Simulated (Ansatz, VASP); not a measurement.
Mg: VASP beside Ansatz

```xyz
1
Lattice="0.0000 2.2656 2.2656 2.2656 0.0000 2.2656 2.2656 2.2656 0.0000" Properties=species:S:1:pos:R:3 pbc="T T T"
Mg    0.0000    0.0000    0.0000
```

Alike in both runs: task single point; functional PBE; k mesh 16 × 16 × 16; occupations gaussian, width 0.05 eV; no spin polarisation.

|  | VASP | Ansatz |
| --- | --- | --- |
| version | VASP 6.6.1 | Ansatz 0.2.0 |
| potentials or method | VASP PAW PBE potentials, release 64 (Mg), cutoff 600 eV | scalar-relativistic, plane waves, PAW |
| valence electrons in the cell | 2 | 10 |

```tsv
	VASP	Ansatz	Ansatz less VASP
gap on the k mesh at the Fermi level (eV)	none	none	-
pressure (GPa)	-0.3	-0.2	+0.12
```

A gap of «none» marks a metal or a gap that the smearing closes. VASP's potentials hold 2 valence electrons a cell and Ansatz's 10, so a difference there can come from the potentials and not from the codes.
